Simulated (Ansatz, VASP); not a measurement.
## Two plane-wave programs on CdTe

Contents of INCAR:

```
SYSTEM = CdTe
PREC = Accurate
ENCUT = 500
EDIFF = 1E-6
ISMEAR = 0
SIGMA = 0.02
LREAL = .False.
LASPH = .True.
NELM = 120
ALGO = Normal
ISIF = 2
LWAVE = .False.
LCHARG = .False.
GGA = PS
NBANDS = 16
GGA_COMPAT = .False.
```

File KPOINTS:

```
Automatic mesh
0
Gamma
  8 8 8
  0 0 0
```

POSCAR

```
CdTe
1.0
    0.0000000000      3.1796000000      3.1796000000
    3.1796000000      0.0000000000      3.1796000000
    3.1796000000      3.1796000000      0.0000000000
Cd Te
1 1
Direct
    0.0000000000      0.0000000000      0.0000000000
    0.2500000000      0.2500000000      0.2500000000
```

Input for Ansatz:

```yaml
crystal:
  lattice:
    - [0.0, 3.1796, 3.1796]
    - [3.1796, 0.0, 3.1796]
    - [3.1796, 3.1796, 0.0]
  atoms:
    - { symbol: Cd, position: [0.0, 0.0, 0.0] }
    - { symbol: Te, position: [0.25, 0.25, 0.25] }
basis:
  ecutwfc: 420
kpoints:
  mp_grid: { grid: [8, 8, 8] }
hamiltonian:
  xc: pbesol
scf:
  occupations: { method: gaussian, width: 0.02 }
output:
  forces: true
  stress: true
  eigenvalues: true
```

Alike in both runs: task single point; functional PBEsol; k mesh 8 × 8 × 8; occupations gaussian, width 0.02 eV; no spin polarisation.

```csv
,VASP,Ansatz
version,VASP 6.6.1,Ansatz 0.2.0
potentials or method,"VASP PAW PBE potentials, release 64 (Cd, Te), cutoff 500 eV","scalar-relativistic, plane waves, PAW"
valence electrons in the cell,18,36
```

Ansatz gave:

```
gap on the k mesh at the Fermi level (eV) : 0.83
least direct gap on the mesh (eV)         : 0.83
pressure (GPa)                            : 2.9
```

Q: Estimate VASP's values.

A: gap on the k mesh at the Fermi level (eV): 0.83; least direct gap on the mesh (eV): 0.83; pressure (GPa): 3.1.

VASP's potentials were made for PBE, not for PBEsol. VASP's potentials hold 18 valence electrons a cell and Ansatz's 36, so a difference there can come from the potentials and not from the codes.

Spin-orbit coupling is off throughout.
